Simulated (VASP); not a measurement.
A run of VASP 6.6.1:

File INCAR:

```
SYSTEM = ZnAg
ALGO = Normal
EDIFF = 1E-6
ENCUT = 520
ISIF = 2
ISMEAR = -1
LASPH = .TRUE.
LCHARG = .FALSE.
LREAL = .FALSE.
LWAVE = .FALSE.
NBANDS = 18
NELM = 60
PREC = Accurate
SIGMA = 0.03
```

The input KPOINTS:

```
k-points
0
G
  12 12 12
  0 0 0
```

POSCAR

```
ZnAg
1.0
    3.1560000000      0.0315600000      0.0315600000
    0.0315600000      3.1560000000      0.0315600000
    0.0315600000      0.0315600000      3.1560000000
Zn Ag
1 1
Direct
    0.5000000000      0.5000000000      0.5000000000
    0.0000000000      0.0000000000      0.0000000000
```

Potentials or basis: VASP PAW LDA potentials, release 64 (Zn, Ag).

Launch:

```bash
$ cat potpaw_LDA.64/Zn/POTCAR potpaw_LDA.64/Ag/POTCAR > POTCAR
$ mpirun -np 1 vasp_std > vasp.out
```

Hardware: 1 thread of Intel(R) Xeon(R) 6975P-C (Granite Rapids), with other jobs on the host.

Task: How long does it take, and how much memory?

Result: It took 21 s on 1 thread of Intel(R) Xeon(R) 6975P-C (Granite Rapids), with other jobs on the host, peak memory 0.21 GiB. Counts: scf iterations 12, k points 189.
